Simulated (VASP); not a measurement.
# PPb2 (P4_2/mnm) in VASP: further runs

Runs on PPb2. Level: r2SCAN. Tasks: single point.

Program: VASP 6.6.1. These are calculated values, not measurements. Logs are shortened: lines on timing, memory, paths and dates and some standing lists are left out, and cuts for length are marked.

### Step 1. The cell of the first run

The structure is tetragonal, space group P4_2/mnm (No. 136). The conventional cell has a = 6.387 Å, b = 6.387 Å, c = 4.114 Å, α = 90.00°, β = 90.00°, γ = 90.00°. P (site symmetry mmm) has 6 Pb at 2.70 to 2.76 Å within 3.6 Å. Within 3.6 Å of Pb (site symmetry m2m) lie 3 P at 2.70 to 2.76 Å and 1 Pb at 3.50 Å.

### Step 2. Single point, r2SCAN

Input file POSCAR:

```
PPb2
1.0
    6.3868108211      0.0000000000      0.0000000000
    0.0000000000      6.3868108211      0.0000000000
    0.0000000000      0.0000000000      4.1137512450
P Pb
2 4
Direct
    0.0000000000      0.0000000000      0.0000000000
    0.5000000000      0.5000000000      0.5000000000
    0.3060000000      0.3060000000      0.0000000000
    0.1940000000      0.8060000000      0.5000000000
    0.6940000000      0.6940000000      0.0000000000
    0.8060000000      0.1940000000      0.5000000000
```

Input file INCAR.step1:

```
SYSTEM = PPb2
PREC     = Accurate       ! precision mode
ENCUT    = 520            ! plane-wave cutoff, eV
ISMEAR   = 0              ! smearing method
SIGMA    = 0.1            ! smearing width, eV
LREAL    = .FALSE.        ! projectors in reciprocal space
LASPH    = .TRUE.         ! aspherical terms in the spheres
NELM     = 100            ! most SCF steps
NBANDS   = 42             ! bands
GGA      = PE             ! functional
ALGO     = Normal         ! electronic algorithm
EDIFF    = 1E-4           ! SCF threshold, eV
LWAVE    = .TRUE.         ! write WAVECAR
LCHARG   = .FALSE.        ! write CHGCAR
```

Input file INCAR.step2:

```
SYSTEM = PPb2
PREC     = Accurate       ! precision mode
ENCUT    = 520            ! plane-wave cutoff, eV
EDIFF    = 1E-6           ! SCF threshold, eV
ISMEAR   = 0              ! smearing method
SIGMA    = 0.1            ! smearing width, eV
LREAL    = .FALSE.        ! projectors in reciprocal space
LASPH    = .TRUE.         ! aspherical terms in the spheres
NELM     = 100            ! most SCF steps
ALGO     = Normal         ! electronic algorithm
ISIF     = 2              ! what is computed and relaxed
LWAVE    = .FALSE.        ! write WAVECAR
LCHARG   = .TRUE.         ! write CHGCAR
METAGGA  = R2SCAN         ! meta-GGA
LMIXTAU  = .TRUE.       
LELF     = .TRUE.         ! ELF
LVHAR    = .TRUE.       
NBANDS   = 42             ! bands
ISTART   = 1
```

Input file KPOINTS:

```
Automatic mesh
0
G
  4 4 4
  0 0 0
```

Potentials or basis: VASP PAW PBE potentials, release 64 (P, Pb_d).

Command:

```bash
cat potpaw_PBE.64/P/POTCAR potpaw_PBE.64/Pb_d/POTCAR > POTCAR
cp INCAR.step1 INCAR
mpirun -np 1 vasp_std > vasp.out
cp INCAR.step2 INCAR
mpirun -np 1 vasp_std > vasp.out
```

OUTCAR:

```text
SYSTEM = PPb2
   PREC = Accurate
   ENCUT = 520
   EDIFF = 1E-6
   ISMEAR = 0
   LREAL = .FALSE.
   LASPH = .TRUE.
   NELM = 100
   ISIF = 2
   METAGGA = R2SCAN
   ISTART = 1

 ion  position               nearest neighbor table
   1  0.000  0.000  0.000-   4 2.70   6 2.70   4 2.70   6 2.70   5 2.76   3 2.76
   2  0.500  0.500  0.500-   3 2.70   5 2.70   3 2.70   5 2.70   4 2.76   6 2.76
   3  0.306  0.306  0.000-   2 2.70   2 2.70   1 2.76   5 3.50   6 3.87   4 3.87   4 3.87   6 3.87
                             4 3.87   4 3.87   6 3.87   6 3.87
   4  0.194  0.806  0.500-   1 2.70   1 2.70   2 2.76   6 3.50   3 3.87   5 3.87   3 3.87   5 3.87
                             3 3.87   3 3.87   5 3.87   5 3.87
   5  0.694  0.694  0.000-   2 2.70   2 2.70   1 2.76   3 3.50   6 3.87   4 3.87   4 3.87   6 3.87
                             6 3.87   6 3.87   4 3.87   4 3.87
   6  0.806  0.194  0.500-   1 2.70   1 2.70   2 2.76   4 3.50   5 3.87   3 3.87   3 3.87   5 3.87
                             5 3.87   5 3.87   3 3.87   3 3.87

  LATTYP: Found a simple tetragonal cell.
 ALAT       =     6.3868108211
 C/A-ratio  =     0.6441010013

  Lattice vectors:

 A1 = (   6.3868108211,   0.0000000000,   0.0000000000)
 A2 = (   0.0000000000,   6.3868108211,   0.0000000000)
 A3 = (   0.0000000000,   0.0000000000,   4.1137512450)

Analysis of symmetry for initial positions (statically):
=====================================================================
 Subroutine PRICEL returns:
 Original cell was already a primitive cell.

 Routine SETGRP: Setting up the symmetry group for a
 simple tetragonal supercell.

 Subroutine GETGRP returns: Found 16 space group operations
 (whereof  8 operations were pure point group operations)
 out of a pool of 16 trial point group operations.

The static configuration has the point symmetry D_2h.
 The point group associated with its full space group is D_4h.

Analysis of symmetry for dynamics (positions and initial velocities):
=====================================================================
 Subroutine PRICEL returns:
 Original cell was already a primitive cell.

 Routine SETGRP: Setting up the symmetry group for a
 simple tetragonal supercell.

 Subroutine GETGRP returns: Found 16 space group operations
 (whereof  8 operations were pure point group operations)
 out of a pool of 16 trial point group operations.

The dynamic configuration has the point symmetry D_2h.
 The point group associated with its full space group is D_4h.

 Subroutine INISYM returns: Found 16 space group operations
 (whereof  8 operations are pure point group operations),
 and found     1 'primitive' translations

----------------------------------------------------------------------------------------

                                     Primitive cell

  volume of cell :     167.8055

  direct lattice vectors                    reciprocal lattice vectors
     6.386810821  0.000000000  0.000000000     0.156572666  0.000000000  0.000000000
     0.000000000  6.386810821  0.000000000     0.000000000  0.156572666  0.000000000
     0.000000000  0.000000000  4.113751245     0.000000000  0.000000000  0.243087134

  length of vectors
     6.386810821  6.386810821  4.113751245     0.156572666  0.156572666  0.243087134

  position of ions in fractional coordinates (direct lattice)
     0.000000000  0.000000000  0.000000000
     0.500000000  0.500000000  0.500000000
     0.306000000  0.306000000  0.000000000
     0.194000000  0.806000000  0.500000000
     0.694000000  0.694000000  0.000000000
     0.806000000  0.194000000  0.500000000

  ion indices of the primitive-cell ions
   primitive index   ion index
                 1           1
                 2           2
                 3           3
                 4           4
                 5           5
                 6           6

----------------------------------------------------------------------------------------

 KPOINTS: Automatic mesh

Automatic generation of k-mesh.
 Grid dimensions read from file:
 generate k-points for:    4    4    4

 Generating k-lattice:

  Cartesian coordinates                     Fractional coordinates (reciprocal lattice)
     0.039143167  0.000000000  0.000000000     0.250000000  0.000000000  0.000000000
     0.000000000  0.039143167  0.000000000     0.000000000  0.250000000  0.000000000
     0.000000000  0.000000000  0.060771783     0.000000000  0.000000000  0.250000000

  Length of vectors
     0.039143167  0.039143167  0.060771783

  Shift w.r.t. Gamma in fractional coordinates (k-lattice)
     0.000000000  0.000000000  0.000000000

 Subroutine IBZKPT returns following result:
 ===========================================

 Found     18 irreducible k-points:

 Following reciprocal coordinates:
            Coordinates               Weight
  0.000000  0.000000  0.000000      1.000000
  0.250000  0.000000  0.000000      4.000000
  0.500000  0.000000  0.000000      2.000000
  0.250000  0.250000  0.000000      4.000000
  0.500000  0.250000  0.000000      4.000000
  0.500000  0.500000  0.000000      1.000000
[... 10 lines left out ...]
  0.500000  0.250000  0.500000      4.000000
  0.500000  0.500000  0.500000      1.000000
   k-points           NKPTS =     18   k-points in BZ     NKDIM =     18   number of bands    NBANDS=     42
   number of dos      NEDOS =    301   number of ions     NIONS =      6
   total plane-waves  NPLWV =  73728
   dimension x,y,z NGX =    48 NGY =   48 NGZ =   32
   dimension x,y,z NGXF=    96 NGYF=   96 NGZF=   64
   ions per type =               2   4
   NGX,Y,Z   is equivalent  to a cutoff of  12.49, 12.49, 12.93 a.u.
   NGXF,Y,Z  is equivalent  to a cutoff of  24.99, 24.99, 25.86 a.u.
 SYSTEM =  PPb2
   PREC   = accura    normal or accurate (medium, high low for compatibility)
   ISTART =      1    job   : 0-new  1-cont  2-samecut
   ICHARG =      0    charge: 1-file 2-atom 10-const
   ISPIN  =      1    spin polarized calculation?
   LNONCOLLINEAR =      F non collinear calculations
   LSORBIT =      F    spin-orbit coupling
   LASPH  =      T    aspherical Exc in radial PAW
   ENCUT  =  520.0 eV  38.22 Ry    6.18 a.u.  11.88 11.88  7.65*2*pi/ulx,y,z
   NELM   =    100;   NELMIN=  2; NELMDL=  0     # of ELM steps
   EDIFF  = 0.1E-05   stopping-criterion for ELM
   LREAL  =      F    real-space projection
   EDIFFG = 0.1E-04   stopping-criterion for IOM
   NSW    =      0    number of steps for IOM
   IBRION =     -1    ionic relax: 0-MD 1-quasi-New 2-CG
   NFREE  =      0    steps in history (QN), initial steepest desc. (CG)
   ISIF   =      2    stress and relaxation
   ISYM   =      2    0-nonsym 1-usesym 2-fastsym
   POTIM  = 0.5000    time-step for ionic-motion
   TEBEG  =    0.0;   TEEND  =   0.0 temperature during run
   PSTRESS=    0.0 pullay stress
   NELECT =      66.0000    total number of electrons
   NUPDOWN=      -1.0000    fix difference up-down
   EMIN   =  10.00;   EMAX   =-10.00  energy-range for DOS
   EFERMI =   0.00;   METHOD = LEGACY
   ISMEAR =     0;   SIGMA  =   0.10  broadening in eV -4-tet -1-fermi 0-gaus
   EFERMI_NEDOS =   21; number of points for ismear=-14 and -15
   IALGO  =     38    algorithm
   IMIX   =      4    mixing-type and parameters
     AMIX     =   0.40;   BMIX     =  1.00
     AMIX_MAG =   1.60;   BMIX_MAG =  1.00
  volume/ion in A,a.u.               =      27.97       188.73
  Fermi-wavevector in a.u.,A,eV,Ry     =   1.199465  2.266659 19.574910  1.438715
  Thomas-Fermi vector in A             =   2.335327
   LORBIT       =      0    0 simple, 1 ext, 2 COOP (PROOUT), +10 PAW based schemes
   METAGGA = R2SCAN    functional components
   LHFCALC =     F    Hartree Fock is set to
   AEXX    =    0.0000 exact exchange contribution
   IVDW    =     0    specifies the selected vdW correction
   LEPSILON=     F    determine dielectric tensor
   LRPA    =     F    only Hartree local field effects (RPA)
 non-spin polarized calculation
 Gauss-broadening in eV      SIGMA  =   0.10
  energy-cutoff  :      520.00
  volume of cell :      167.81
 maximum number of plane-waves:      4546
 NGX is ok and might be reduce to    48
   NGX = 23   NGY = 23   NGZ = 15

 number of electron      65.9999986 magnetization

 Free energy of the ion-electron system (eV)
  ---------------------------------------------------
  ext. energy  EPLUGINS =         0.00000000
  ---------------------------------------------------
  free energy    TOTEN  =      -240.81107687 eV

  energy without entropy =     -240.78265433  energy(sigma->0) =     -240.79686560

 E-fermi :   6.4923     XC(G=0): -10.3157

 val. band max:        6.4564222732   @ k =   0.5000   0.2500   0.2500
 cond. band min:       6.4929761436   @ k =   0.5000   0.2500   0.0000
 fundamental gap:      0.0365538703
 Fermi energy:         6.4922754641

 k-point     1 :       0.0000    0.0000    0.0000
  band No.  band energies     occupation
      1     -11.4012      2.00000
      2     -11.3480      2.00000
      3     -11.3298      2.00000
      4     -11.2308      2.00000
      5     -11.2308      2.00000
      6     -11.2225      2.00000
[... 34 lines left out ...]
     41      11.6648      0.00000
     42      12.7325      0.00000

 k-point     2 :       0.2500    0.0000    0.0000
  band No.  band energies     occupation
      1     -11.3782      2.00000
      2     -11.3316      2.00000
      3     -11.3135      2.00000
      4     -11.2559      2.00000
      5     -11.2451      2.00000
      6     -11.2312      2.00000
[... 34 lines left out ...]
     41      11.3556      0.00000
     42      11.8649      0.00000

 k-point     3 :       0.5000    0.0000    0.0000
  band No.  band energies     occupation
      1     -11.3202      2.00000
      2     -11.3202      2.00000
      3     -11.2914      2.00000
      4     -11.2914      2.00000
      5     -11.2712      2.00000
      6     -11.2712      2.00000
[... 627 lines left out ...]
      4     -11.2697      2.00000
      5     -11.2492      2.00000
      6     -11.2492      2.00000
[... 34 lines left out ...]
     41      11.2972      0.00000
     42      11.2972      0.00000

 k-point    18 :       0.5000    0.5000    0.5000
  band No.  band energies     occupation
      1     -11.4517      2.00000
      2     -11.4517      2.00000
      3     -11.2749      2.00000
      4     -11.2749      2.00000
      5     -11.2292      2.00000
      6     -11.2292      2.00000
[... 34 lines left out ...]
     41      11.9538      0.00000
     42      11.9538      0.00000

------------------------ aborting loop because EDIFF is reached ----------------------------------------

  FORCE on cell =-STRESS in cart. coord.  units (eV):
  Direction    XX          YY          ZZ          XY          YZ          ZX
  --------------------------------------------------------------------------------------
  -------------------------------------------------------------------------------------
  Total        8.3354895      8.3354895      6.8448924      0.0000000      0.0000000      0.0000000
  in kB       79.5857949     79.5857949     65.3538351      0.0000000      0.0000000      0.0000000
  external PRESSURE =      74.8418083 kB  Pullay stress =       0.0000000 kB

 VOLUME and BASIS-vectors are now :
 -----------------------------------------------------------------------------
  energy-cutoff  :      520.00
  volume of cell :      167.81
      direct lattice vectors                 reciprocal lattice vectors
     6.386810821  0.000000000  0.000000000     0.156572666  0.000000000  0.000000000
     0.000000000  6.386810821  0.000000000     0.000000000  0.156572666  0.000000000
     0.000000000  0.000000000  4.113751245     0.000000000  0.000000000  0.243087134

 POSITION                                       TOTAL-FORCE (eV/Angst)
 -----------------------------------------------------------------------------------
      0.00000      0.00000      0.00000        -0.000000      0.000000      0.000000
      3.19341      3.19341      2.05688        -0.000000      0.000000      0.000000
      1.95436      1.95436      0.00000        -0.494814     -0.494814      0.000000
      1.23904      5.14777      2.05688         0.494814     -0.494814      0.000000
      4.43245      4.43245      0.00000         0.494814      0.494814      0.000000
      5.14777      1.23904      2.05688        -0.494814      0.494814      0.000000
 -----------------------------------------------------------------------------------
    total drift:                                0.000000      0.000000     -0.000000

  FREE ENERGIE OF THE ION-ELECTRON SYSTEM (eV)
  ---------------------------------------------------
  free  energy   TOTEN  =      -240.8110768696 eV

  energy  without entropy=     -240.7826543264  energy(sigma->0) =     -240.79686560
```

Run time: 3.1 min. Hardware: 1 thread of Intel Xeon 6975P-C (Granite Rapids), shared host; peak memory 0.33 GiB.

What came out:

* Free energy: -240.8111 eV
* Pressure: 7.5 GPa
* Largest force: 0.700 eV/Å
* Band gap on the k mesh: zero (bands 33 and 34 overlap by 1.58 eV)

Forces on the atoms (eV/Å):
```
P    0.000  0.000  0.000
P    0.000  0.000  0.000
Pb  -0.495 -0.495  0.000
Pb   0.495 -0.495  0.000
Pb   0.495  0.495  0.000
Pb  -0.495  0.495  0.000
```

Stress tensor (GPa, compression positive):
```
7.96 0.00 0.00
0.00 7.96 0.00
0.00 0.00 6.54
```

Levels at points of the mesh, in eV from the Fermi level:
| k point | band 30 | band 31 | band 32 | band 33 | band 34 | band 35 | band 36 | band 37 |
| --- | --- | --- | --- | --- | --- | --- | --- | --- |
| (0.00, 0.00, 0.00) | -3.03 | -2.14 | 0.49 | 0.72 | 1.24 | 1.24 | 1.84 | 1.84 |
| (0.50, 0.00, 0.00) | -2.63 | -0.86 | -0.86 | -0.55 | -0.55 | 2.20 | 2.20 | 2.79 |
| (0.50, 0.50, 0.00) | -2.96 | 0.14 | 0.14 | 0.73 | 0.73 | 0.90 | 0.90 | 1.43 |
| (0.00, 0.00, 0.50) | -2.40 | -2.34 | -2.34 | -0.50 | -0.50 | 0.05 | 0.05 | 0.88 |
| (0.50, 0.00, 0.50) | -4.21 | -1.48 | -1.48 | 1.03 | 1.03 | 1.50 | 1.50 | 2.64 |
| (0.50, 0.50, 0.50) | -2.20 | -1.99 | -1.99 | 0.02 | 0.02 | 1.37 | 1.37 | 1.98 |

Caveat: the k points lie up to 0.38 Å⁻¹ apart, too coarse for converged energies and pressures of a metal; the PAW data sets were made with another functional, which shifts forces and pressure a little; spin-orbit coupling is left out, which moves the levels of the heavy elements.

### Step 3. Single point, r2SCAN

This run uses another cell than the first one, of 32.08 Å³/atom.

Input file POSCAR:

```
PPb2
1.0
    6.8563985996      0.0000000000      0.0000000000
    0.0000000000      6.8563985996      0.0000000000
    0.0000000000      0.0000000000      4.0947776936
P Pb
2 4
Direct
    0.0000000000      0.0000000000      0.0000000000
    0.5000000000      0.5000000000      0.5000000000
    0.2987960374      0.2987960374      0.0000000000
    0.2012039626      0.7987960374      0.5000000000
    0.7012039626      0.7012039626      0.0000000000
    0.7987960374      0.2012039626      0.5000000000
```

Input file INCAR.step1:

```
SYSTEM = PPb2
ALGO     = Normal         ! electronic algorithm
EDIFF    = 1E-4           ! SCF threshold, eV
ENCUT    = 520            ! plane-wave cutoff, eV
GGA      = PE             ! functional
ISMEAR   = 0              ! smearing method
LASPH    = .TRUE.         ! aspherical terms in the spheres
LCHARG   = .FALSE.        ! write CHGCAR
LREAL    = .FALSE.        ! projectors in reciprocal space
LWAVE    = .TRUE.         ! write WAVECAR
NBANDS   = 42             ! bands
NELM     = 80             ! most SCF steps
PREC     = Accurate       ! precision mode
SIGMA    = 0.1            ! smearing width, eV
```

Input file INCAR.step2:

```
SYSTEM = PPb2
ALGO     = Normal         ! electronic algorithm
EDIFF    = 1E-6           ! SCF threshold, eV
ENCUT    = 520            ! plane-wave cutoff, eV
ISIF     = 2              ! what is computed and relaxed
ISMEAR   = 0              ! smearing method
ISTART   = 1            
LASPH    = .TRUE.         ! aspherical terms in the spheres
LCHARG   = .FALSE.        ! write CHGCAR
LMIXTAU  = .TRUE.       
LREAL    = .FALSE.        ! projectors in reciprocal space
LWAVE    = .FALSE.        ! write WAVECAR
METAGGA  = R2SCAN         ! meta-GGA
NBANDS   = 42             ! bands
NELM     = 80             ! most SCF steps
PREC     = Accurate       ! precision mode
SIGMA    = 0.1            ! smearing width, eV
```

Input file KPOINTS:

```
k-points
0
G
  4 4 4
  0 0 0
```

Potentials or basis: VASP PAW PBE potentials, release 64 (P, Pb_d).

Command:

```bash
cat potpaw_PBE.64/P/POTCAR potpaw_PBE.64/Pb_d/POTCAR > POTCAR
cp INCAR.step1 INCAR
mpirun -np 1 vasp_std > vasp.out
cp INCAR.step2 INCAR
mpirun -np 1 vasp_std > vasp.out
```

It took 4.2 min on 1 thread of Intel Xeon 6975P-C (Granite Rapids), shared host; peak memory 0.37 GiB.

The run converged. Its results:

```
Free energy            : -241.4752 eV
Pressure               : 0.0 GPa
Largest force          : 0.008 eV/Å
Band gap on the k mesh : zero (bands 33 and 34 overlap by 1.51 eV)
```

Forces in eV/Å, atoms in the order of the input:
```
P    0.000  0.000  0.000
P    0.000  0.000  0.000
Pb  -0.006 -0.006  0.000
Pb   0.006 -0.006  0.000
Pb   0.006  0.006  0.000
Pb  -0.006  0.006  0.000
```

Levels at points of the mesh, in eV from the Fermi level:
| k point | band 29 | band 30 | band 31 | band 32 | band 33 | band 34 | band 35 | band 36 | band 37 | band 38 |
| --- | --- | --- | --- | --- | --- | --- | --- | --- | --- | --- |
| (0.00, 0.00, 0.00) | -2.63 | -2.63 | -1.43 | 0.90 | 0.90 | 1.23 | 1.24 | 2.22 | 2.22 | 2.34 |
| (0.50, 0.00, 0.00) | -2.11 | -2.11 | -1.11 | -1.11 | -0.61 | -0.61 | 2.50 | 2.50 | 2.82 | 2.82 |
| (0.50, 0.50, 0.00) | -2.05 | -2.05 | 0.02 | 0.02 | 0.62 | 0.62 | 1.16 | 1.16 | 1.29 | 1.29 |
| (0.00, 0.00, 0.50) | -2.48 | -2.48 | -2.18 | -2.18 | -0.20 | -0.20 | 0.28 | 0.28 | 0.48 | 0.48 |
| (0.50, 0.00, 0.50) | -3.68 | -3.68 | -1.16 | -1.16 | 0.66 | 0.66 | 1.13 | 1.13 | 2.09 | 2.09 |
| (0.50, 0.50, 0.50) | -2.25 | -2.25 | -2.08 | -2.08 | 0.19 | 0.19 | 0.83 | 0.83 | 1.68 | 1.68 |

Caveat: the k points lie up to 0.38 Å⁻¹ apart, too coarse for converged energies and pressures of a metal; the PAW data sets were made with another functional, which shifts forces and pressure a little; spin-orbit coupling is left out, which moves the levels of the heavy elements.
